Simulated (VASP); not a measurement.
# CuTeI5 (P4/mmm) in VASP: notebook

The runs below take CuTeI5 through single point, with PBEsol, r2SCAN+rVV10.

Everything below comes from runs of VASP 6.6.1. Logs are shortened: lines on timing, memory, paths and dates and some standing lists are left out, and cuts for length are marked.

## 1. The cell of the first run

Symmetry: P4/mmm, No. 123, tetragonal system. Conventional cell: a = 5.484 Å, b = 5.484 Å, c = 7.395 Å, α = 90.00°, β = 90.00°, γ = 90.00°. Cu (site symmetry 4/mmm) has 12 I at 3.33 to 3.88 Å within 4.4 Å. Within 4.3 Å of Te (site symmetry 4/mmm) lie 10 I at 3.29 to 3.70 Å. I (site symmetry 2mm) has 2 Te at 3.29 Å and 2 Cu at 3.33 Å and 8 I at 3.33 to 3.88 Å within 4.3 Å. Within 4.4 Å of I (site symmetry 4/mmm) lie 8 I at 3.33 Å and 2 Te at 3.70 Å and 4 Cu at 3.88 Å.

## 2. Single point, PBEsol

INCAR reads:

```
SYSTEM = CuTeI5
PREC     = Accurate       ! precision mode
ENCUT    = 600            ! plane-wave cutoff, eV
EDIFF    = 1E-6           ! SCF threshold, eV
ISMEAR   = -1             ! smearing method
SIGMA    = 0.03           ! smearing width, eV
LREAL    = .False.        ! projectors in reciprocal space
LASPH    = .True.         ! aspherical terms in the spheres
NELM     = 120            ! most SCF steps
ALGO     = Normal         ! electronic algorithm
ISIF     = 2              ! what is computed and relaxed
LWAVE    = .False.        ! write WAVECAR
LCHARG   = .True.         ! write CHGCAR
GGA      = PS             ! functional
LELF     = .True.         ! ELF
LVHAR    = .True.       
NBANDS   = 35             ! bands
GGA_COMPAT= .False.
```

KPOINTS reads:

```
regular mesh
0
Gamma
  4 4 2
  0 0 0
```

POSCAR reads:

```
CuTeI5
1.0
    5.4840092935      0.0000000000      0.0000000000
    0.0000000000      5.4840092935      0.0000000000
    0.0000000000      0.0000000000      7.3945192510
Cu Te I
1 1 5
Direct
    0.5000000000      0.5000000000      0.0000000000
    0.0000000000      0.0000000000      0.5000000000
    0.0000000000      0.5000000000      0.2550646295
    0.0000000000      0.5000000000      0.7449353705
    0.5000000000      0.0000000000      0.2550646295
    0.5000000000      0.0000000000      0.7449353705
    0.0000000000      0.0000000000      0.0000000000
```

Potentials or basis: VASP PAW PBE potentials, release 64 (Cu, Te, I).

Launch:

```console
> cat potpaw_PBE.64/Cu/POTCAR potpaw_PBE.64/Te/POTCAR potpaw_PBE.64/I/POTCAR > POTCAR
> mpirun -np 1 vasp_std > vasp.out
```

OUTCAR:

```text
SYSTEM = CuTeI5
   PREC = Accurate
   ENCUT = 600
   EDIFF = 1E-6
   ISMEAR = -1
   LREAL = .False.
   LASPH = .True.
   NELM = 120
   ISIF = 2
   GGA = PS

 ion  position               nearest neighbor table
   1  0.500  0.500  0.000-
   2  0.000  0.000  0.500-   3 3.29   4 3.29   5 3.29   6 3.29   3 3.29   4 3.29   5 3.29   6 3.29

   3  0.000  0.500  0.255-   2 3.29   2 3.29   7 3.33   7 3.33
   4  0.000  0.500  0.745-   2 3.29   2 3.29   7 3.33   7 3.33
   5  0.500  0.000  0.255-   2 3.29   2 3.29   7 3.33   7 3.33
   6  0.500  0.000  0.745-   2 3.29   2 3.29   7 3.33   7 3.33
   7  0.000  0.000  0.000-   3 3.33   4 3.33   5 3.33   6 3.33   3 3.33   4 3.33   5 3.33   6 3.33

  LATTYP: Found a simple tetragonal cell.
 ALAT       =     5.4840092935
 C/A-ratio  =     1.3483783224

  Lattice vectors:

 A1 = (   5.4840092935,   0.0000000000,   0.0000000000)
 A2 = (   0.0000000000,   5.4840092935,   0.0000000000)
 A3 = (   0.0000000000,   0.0000000000,   7.3945192510)

Analysis of symmetry for initial positions (statically):
=====================================================================
 Subroutine PRICEL returns:
 Original cell was already a primitive cell.

 Routine SETGRP: Setting up the symmetry group for a
 simple tetragonal supercell.

 Subroutine GETGRP returns: Found 16 space group operations
 (whereof 16 operations were pure point group operations)
 out of a pool of 16 trial point group operations.

The static configuration has the point symmetry D_4h.

Analysis of symmetry for dynamics (positions and initial velocities):
=====================================================================
 Subroutine PRICEL returns:
 Original cell was already a primitive cell.

 Routine SETGRP: Setting up the symmetry group for a
 simple tetragonal supercell.

 Subroutine GETGRP returns: Found 16 space group operations
 (whereof 16 operations were pure point group operations)
 out of a pool of 16 trial point group operations.

The dynamic configuration has the point symmetry D_4h.

 Subroutine INISYM returns: Found 16 space group operations
 (whereof 16 operations are pure point group operations),
 and found     1 'primitive' translations

----------------------------------------------------------------------------------------

                                     Primitive cell

  volume of cell :     222.3854

  direct lattice vectors                    reciprocal lattice vectors
     5.484009293  0.000000000  0.000000000     0.182348342  0.000000000  0.000000000
     0.000000000  5.484009293  0.000000000     0.000000000  0.182348342  0.000000000
     0.000000000  0.000000000  7.394519251     0.000000000  0.000000000  0.135235296

  length of vectors
     5.484009293  5.484009293  7.394519251     0.182348342  0.182348342  0.135235296

  position of ions in fractional coordinates (direct lattice)
     0.500000000  0.500000000  0.000000000
     0.000000000  0.000000000  0.500000000
     0.000000000  0.500000000  0.255064629
     0.000000000  0.500000000  0.744935371
     0.500000000  0.000000000  0.255064629
     0.500000000  0.000000000  0.744935371
     0.000000000  0.000000000  0.000000000

  ion indices of the primitive-cell ions
   primitive index   ion index
                 1           1
                 2           2
                 3           3
                 4           4
                 5           5
                 6           6
                 7           7

----------------------------------------------------------------------------------------

 KPOINTS: regular mesh

Automatic generation of k-mesh.
 Grid dimensions read from file:
 generate k-points for:    4    4    2

 Generating k-lattice:

  Cartesian coordinates                     Fractional coordinates (reciprocal lattice)
     0.045587085  0.000000000  0.000000000     0.250000000  0.000000000  0.000000000
     0.000000000  0.045587085  0.000000000     0.000000000  0.250000000  0.000000000
     0.000000000  0.000000000  0.067617648     0.000000000  0.000000000  0.500000000

  Length of vectors
     0.045587085  0.045587085  0.067617648

  Shift w.r.t. Gamma in fractional coordinates (k-lattice)
     0.000000000  0.000000000  0.000000000

 Subroutine IBZKPT returns following result:
 ===========================================

 Found     12 irreducible k-points:

 Following reciprocal coordinates:
            Coordinates               Weight
  0.000000  0.000000  0.000000      1.000000
  0.250000  0.000000  0.000000      4.000000
  0.500000  0.000000  0.000000      2.000000
  0.250000  0.250000  0.000000      4.000000
  0.500000  0.250000  0.000000      4.000000
  0.500000  0.500000  0.000000      1.000000
  0.000000  0.000000  0.500000      1.000000
  0.250000  0.000000  0.500000      4.000000
  0.500000  0.000000  0.500000      2.000000
  0.250000  0.250000  0.500000      4.000000
  0.500000  0.250000  0.500000      4.000000
  0.500000  0.500000  0.500000      1.000000
   k-points           NKPTS =     12   k-points in BZ     NKDIM =     12   number of bands    NBANDS=     35
   number of dos      NEDOS =    301   number of ions     NIONS =      7
   total plane-waves  NPLWV = 138240
   dimension x,y,z NGX =    48 NGY =   48 NGZ =   60
   dimension x,y,z NGXF=    96 NGYF=   96 NGZF=  120
   ions per type =               1   1   5
   NGX,Y,Z   is equivalent  to a cutoff of  14.55, 14.55, 13.49 a.u.
   NGXF,Y,Z  is equivalent  to a cutoff of  29.10, 29.10, 26.98 a.u.
 SYSTEM =  CuTeI5
   PREC   = accura    normal or accurate (medium, high low for compatibility)
   ISTART =      0    job   : 0-new  1-cont  2-samecut
   ICHARG =      2    charge: 1-file 2-atom 10-const
   ISPIN  =      1    spin polarized calculation?
   LNONCOLLINEAR =      F non collinear calculations
   LSORBIT =      F    spin-orbit coupling
   LASPH  =      T    aspherical Exc in radial PAW
   ENCUT  =  600.0 eV  44.10 Ry    6.64 a.u.  10.95 10.95 14.77*2*pi/ulx,y,z
   NELM   =    120;   NELMIN=  2; NELMDL= -5     # of ELM steps
   EDIFF  = 0.1E-05   stopping-criterion for ELM
   LREAL  =      F    real-space projection
   EDIFFG = 0.1E-04   stopping-criterion for IOM
   NSW    =      0    number of steps for IOM
   IBRION =     -1    ionic relax: 0-MD 1-quasi-New 2-CG
   NFREE  =      0    steps in history (QN), initial steepest desc. (CG)
   ISIF   =      2    stress and relaxation
   ISYM   =      2    0-nonsym 1-usesym 2-fastsym
   POTIM  = 0.5000    time-step for ionic-motion
   TEBEG  =    0.0;   TEEND  =   0.0 temperature during run
   PSTRESS=    0.0 pullay stress
   NELECT =      52.0000    total number of electrons
   NUPDOWN=      -1.0000    fix difference up-down
   EMIN   =  10.00;   EMAX   =-10.00  energy-range for DOS
   EFERMI =   0.00;   METHOD = LEGACY
   ISMEAR =    -1;   SIGMA  =   0.03  broadening in eV -4-tet -1-fermi 0-gaus
   EFERMI_NEDOS =   21; number of points for ismear=-14 and -15
   IALGO  =     38    algorithm
   IMIX   =      4    mixing-type and parameters
     AMIX     =   0.40;   BMIX     =  1.00
     AMIX_MAG =   1.60;   BMIX_MAG =  1.00
  volume/ion in A,a.u.               =      31.77       214.39
  Fermi-wavevector in a.u.,A,eV,Ry     =   1.008573  1.905926 13.840101  1.017219
  Thomas-Fermi vector in A             =   2.141448
   LORBIT       =      0    0 simple, 1 ext, 2 COOP (PROOUT), +10 PAW based schemes
   GGA     = PS    functional components
   LHFCALC =     F    Hartree Fock is set to
   AEXX    =    0.0000 exact exchange contribution
   IVDW    =     0    specifies the selected vdW correction
   LEPSILON=     F    determine dielectric tensor
   LRPA    =     F    only Hartree local field effects (RPA)
 non-spin polarized calculation
  energy-cutoff  :      600.00
  volume of cell :      222.39
 maximum number of plane-waves:      7456
 NGX is ok and might be reduce to    48
   NGX = 21   NGY = 21   NGZ = 29

 number of electron      52.0000010 magnetization

 Free energy of the ion-electron system (eV)
  ---------------------------------------------------
  ext. energy  EPLUGINS =         0.00000000
  ---------------------------------------------------
  free energy    TOTEN  =       -13.77147165 eV

  energy without entropy =      -13.75255360  energy(sigma->0) =      -13.76201263

 E-fermi :   5.4456     XC(G=0):  -9.3244

 val. band max:        5.4455371528   @ k =   0.5000   0.0000   0.5000
 cond. band min:       5.4588108498   @ k =   0.5000   0.0000   0.0000
 fundamental gap:      0.0132736970
 Fermi energy:         5.4456429171

 k-point     1 :       0.0000    0.0000    0.0000
  band No.  band energies     occupation
      1      -9.0855      2.00000
      2      -7.6099      2.00000
      3      -7.2904      2.00000
      4      -6.9731      2.00000
      5      -6.7430      2.00000
      6      -5.3980      2.00000
[... 27 lines left out ...]
     34      10.2874      0.00000
     35      10.2874      0.00000

 k-point     2 :       0.2500    0.0000    0.0000
  band No.  band energies     occupation
      1      -8.9017      2.00000
      2      -7.4851      2.00000
      3      -7.4781      2.00000
      4      -6.9697      2.00000
      5      -6.8675      2.00000
      6      -5.6260      2.00000
[... 27 lines left out ...]
     34      10.3329      0.00000
     35      10.4011      0.00000

 k-point     3 :       0.5000    0.0000    0.0000
  band No.  band energies     occupation
      1      -8.6119      2.00000
      2      -7.8096      2.00000
      3      -7.2112      2.00000
      4      -7.1418      2.00000
      5      -6.9584      2.00000
      6      -5.7767      2.00000
[... 27 lines left out ...]
     34      10.6153      0.00000
     35      11.1819      0.00000
[... 267 lines left out ...]
 k-point    11 :       0.5000    0.2500    0.5000
  band No.  band energies     occupation
      1      -8.0968      2.00000
      2      -7.7903      2.00000
      3      -7.5293      2.00000
      4      -7.4540      2.00000
      5      -6.8988      2.00000
      6      -6.0315      2.00000
[... 27 lines left out ...]
     34      11.0870      0.00000
     35      12.0376      0.00000

 k-point    12 :       0.5000    0.5000    0.5000
  band No.  band energies     occupation
      1      -7.6610      2.00000
      2      -7.5182      2.00000
      3      -7.5182      2.00000
      4      -7.4367      2.00000
      5      -7.4367      2.00000
      6      -6.4602      2.00000
[... 27 lines left out ...]
     34      11.9658      0.00000
     35      11.9659      0.00000

------------------------ aborting loop because EDIFF is reached ----------------------------------------

  FORCE on cell =-STRESS in cart. coord.  units (eV):
  Direction    XX          YY          ZZ          XY          YZ          ZX
  --------------------------------------------------------------------------------------
  -------------------------------------------------------------------------------------
  Total        0.1454779      0.1454779      0.1941811      0.0000000      0.0000000      0.0000000
  in kB        1.0480966      1.0480966      1.3989789      0.0000000      0.0000000      0.0000000
  external PRESSURE =       1.1650574 kB  Pullay stress =       0.0000000 kB

 VOLUME and BASIS-vectors are now :
 -----------------------------------------------------------------------------
  energy-cutoff  :      600.00
  volume of cell :      222.39
      direct lattice vectors                 reciprocal lattice vectors
     5.484009293  0.000000000  0.000000000     0.182348342  0.000000000  0.000000000
     0.000000000  5.484009293  0.000000000     0.000000000  0.182348342  0.000000000
     0.000000000  0.000000000  7.394519251     0.000000000  0.000000000  0.135235296

 POSITION                                       TOTAL-FORCE (eV/Angst)
 -----------------------------------------------------------------------------------
      2.74200      2.74200      0.00000        -0.000000     -0.000000      0.000000
      0.00000      0.00000      3.69726        -0.000000     -0.000000      0.000000
      0.00000      2.74200      1.88608        -0.000000     -0.000000      0.007411
      0.00000      2.74200      5.50844         0.000000      0.000000     -0.007411
      2.74200      0.00000      1.88608        -0.000000      0.000000      0.007411
      2.74200      0.00000      5.50844         0.000000      0.000000     -0.007411
      0.00000      0.00000      0.00000        -0.000000     -0.000000      0.000000
 -----------------------------------------------------------------------------------
    total drift:                                0.000000     -0.000000      0.000000

  FREE ENERGIE OF THE ION-ELECTRON SYSTEM (eV)
  ---------------------------------------------------
  free  energy   TOTEN  =       -13.7714716541 eV

  energy  without entropy=      -13.7525536008  energy(sigma->0) =      -13.76201263
```

It took 5.5 min on 1 thread of Intel Xeon 8259CL, shared host; peak memory 0.43 GiB.

What came out:

| Quantity | Value |
| --- | --- |
| Free energy | -13.7715 eV |
| Pressure | 0.1 GPa |
| Largest force | 0.007 eV/Å |
| Band gap on the k mesh | zero (bands 26 and 27 overlap by 0.57 eV) |

Forces in eV/Å, atoms in the order of the input:
```
Cu   0.000  0.000  0.000
Te   0.000  0.000  0.000
I    0.000  0.000  0.007
I    0.000  0.000 -0.007
I    0.000  0.000  0.007
I    0.000  0.000 -0.007
I    0.000  0.000  0.000
```

Caveat: the k points lie up to 0.42 Å⁻¹ apart, too coarse for converged energies and pressures of a metal; the PAW data sets were made with another functional, which shifts forces and pressure a little; spin-orbit coupling is left out, which moves the levels of the heavy elements.

## 3. Single point, r2SCAN+rVV10

This run uses another cell than the first one, of 33.20 Å³/atom.

POSCAR reads:

```
CuTeI5
1.0
    5.5013432704      0.0000000000      0.0000000000
    0.0000000000      5.5013432704      0.0000000000
    0.0000000000      0.0000000000      7.6799657613
Cu Te I
1 1 5
Direct
    0.5000000000      0.5000000000      0.0000000000
    0.0000000000      0.0000000000      0.5000000000
    0.0000000000      0.5000000000      0.2582272279
    0.0000000000      0.5000000000      0.7417727721
    0.5000000000      0.0000000000      0.2582272279
    0.5000000000      0.0000000000      0.7417727721
    0.0000000000      0.0000000000      0.0000000000
```

INCAR.step1 reads:

```
SYSTEM = CuTeI5
  PREC = Accurate
  ENCUT = 660
  ISMEAR = -1
  SIGMA = 0.03
  LREAL = .FALSE.
  LASPH = .TRUE.
  NELM = 120
  NBANDS = 35
  GGA = PE
  ALGO = Normal
  EDIFF = 1E-5
  LWAVE = .TRUE.
  LCHARG = .FALSE.
  GGA_COMPAT = .FALSE.
```

INCAR.step2 reads:

```
SYSTEM = CuTeI5
  PREC = Accurate
  ENCUT = 660
  EDIFF = 1E-6
  ISMEAR = -1
  SIGMA = 0.03
  LREAL = .FALSE.
  LASPH = .TRUE.
  NELM = 120
  ALGO = Normal
  ISIF = 2
  LWAVE = .FALSE.
  LCHARG = .FALSE.
  METAGGA = R2SCAN
  LMIXTAU = .TRUE.
  LUSE_VDW = .TRUE.
  IVDW_NL = 2
  BPARAM = 11.95
  CPARAM = 0.0093
  NBANDS = 35
  ISTART = 1
  GGA_COMPAT = .FALSE.
```

KPOINTS reads:

```
Automatic mesh
0
G
  4 4 4
  0 0 0
```

Potentials or basis: VASP PAW PBE potentials, release 64 (Cu, Te, I).

Launch:

```console
> cat potpaw_PBE.64/Cu/POTCAR potpaw_PBE.64/Te/POTCAR potpaw_PBE.64/I/POTCAR > POTCAR
> cp INCAR.step1 INCAR
> mpirun -np 1 vasp_std > vasp.out
> cp INCAR.step2 INCAR
> mpirun -np 1 vasp_std > vasp.out
```

Wall time 29 min (1 thread of Intel Xeon 8259CL, shared host); peak memory 1.1 GiB.

The run converged. Its results:

- Free energy: -154.5208 eV
- Pressure: 0.1 GPa
- Band gap on the k mesh: zero (bands 26 and 27 overlap by 0.64 eV)

Levels at points of the mesh, in eV from the Fermi level:
```
           k point  band 24  band 25  band 26  band 27  band 28  band 29
(0.00, 0.00, 0.00)    -0.88    -0.77    -0.77     0.73     0.85     1.43
(0.50, 0.00, 0.00)    -1.12    -0.93     0.04     0.51     0.54     1.46
(0.50, 0.50, 0.00)    -0.88    -0.72    -0.64     0.46     0.46     0.80
(0.00, 0.00, 0.50)    -0.93    -0.93    -0.60    -0.60     0.15     0.15
(0.50, 0.00, 0.50)    -0.56    -0.45    -0.32     0.15     0.16     0.17
(0.50, 0.50, 0.50)    -0.35    -0.35    -0.10     0.04     0.04     0.63
```

Caveat: the PAW data sets were made with another functional, which shifts forces and pressure a little; spin-orbit coupling is left out, which moves the levels of the heavy elements.
